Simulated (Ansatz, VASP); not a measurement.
# Two plane-wave programs on SnTe

```
CELL_PARAMETERS angstrom
0.00000 3.61115 3.61115
3.61115 0.00000 3.61115
3.61115 3.61115 0.00000
ATOMIC_POSITIONS crystal
Te 0.25000 0.25000 0.25000
Sn 0.00000 0.00000 0.00000
```

Alike in both runs: functional r2SCAN0; k mesh 4 × 4 × 4; occupations fermi-dirac, width 0.05 eV; no spin polarisation.

```csv
,VASP,Ansatz
version,VASP 6.6.1,Ansatz 0.2.0
potentials or method,"VASP PAW PBE potentials, release 64 (Te, Sn_d)",Ansatz PAW
plane-wave cutoff (eV),520,500
valence electrons in the cell,20,30
task,single point,projected density of states
```

```csv
,VASP,Ansatz,Ansatz less VASP
gap on the k mesh at the Fermi level (eV),1.02,0.99,-0.035
least direct gap on the mesh (eV),1.86,1.84,-0.020
pressure (GPa),-1.1,-0.9,+0.20
```

VASP's potentials were made for PBE, not for r2SCAN0. The functional is the same, so the differences come from potentials, cutoffs and numerics. VASP's potentials hold 20 valence electrons a cell and Ansatz's 30, so a difference there can come from the potentials and not from the codes.

Neither program's run includes spin-orbit coupling.
